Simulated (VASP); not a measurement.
## KI: single point with PBEsol

Crystal: KI.

```
CELL_PARAMETERS angstrom
7.04910 0.00000 7.04910
7.04910 7.04910 0.00000
0.00000 7.04910 7.04910
ATOMIC_POSITIONS crystal
K 0.00000 0.00000 0.00000
K 0.00000 0.50000 0.00000
K 0.50000 0.00000 0.00000
K 0.50000 0.50000 0.00000
K 0.00000 0.00000 0.50000
K 0.00000 0.50000 0.50000
K 0.50000 0.00000 0.50000
K 0.50000 0.50000 0.50000
I 0.25000 0.25000 0.25000
I 0.25000 0.75000 0.25000
I 0.75000 0.25000 0.25000
I 0.75000 0.75000 0.25000
I 0.25000 0.25000 0.75000
I 0.25000 0.75000 0.75000
I 0.75000 0.25000 0.75000
I 0.75000 0.75000 0.75000
```

```
Program                : VASP 6.6.1
Task                   : single point
Functional             : PBEsol
Potentials or basis    : VASP PAW PBE potentials, release 64 (K_sv, I)
Cutoff                 : 520 eV
k mesh                 : 1 × 1 × 1
Occupations            : gaussian, width 0.1 eV
Spin                   : no spin polarisation
Dipole correction      : no
Further INCAR settings : LREAL = Auto; ALGO = Normal; EDIFF = 1e-07; NBANDS = 78; ISYM = 0
```

```
Pressure : 0.5 GPa
```

Levels at points of the mesh, in eV from the Fermi level:
```csv
k point,band 60,band 61,band 62,band 63,band 64,band 65,band 66,band 67,band 68,band 69
"(0.00, 0.00, 0.00)",-0.93,-0.93,-0.58,-0.58,-0.58,3.22,4.19,4.19,4.19,4.79
```

Wall time 2.9 min on 1 thread of Oxide Virtual Turin-like Processor, on a shared host, peak memory 0.84 GiB.

Caveat: the k points lie up to 0.77 Å⁻¹ apart; the PAW data sets were made with another functional, which shifts forces and pressure a little; spin-orbit coupling is left out, which moves the levels of the heavy elements.
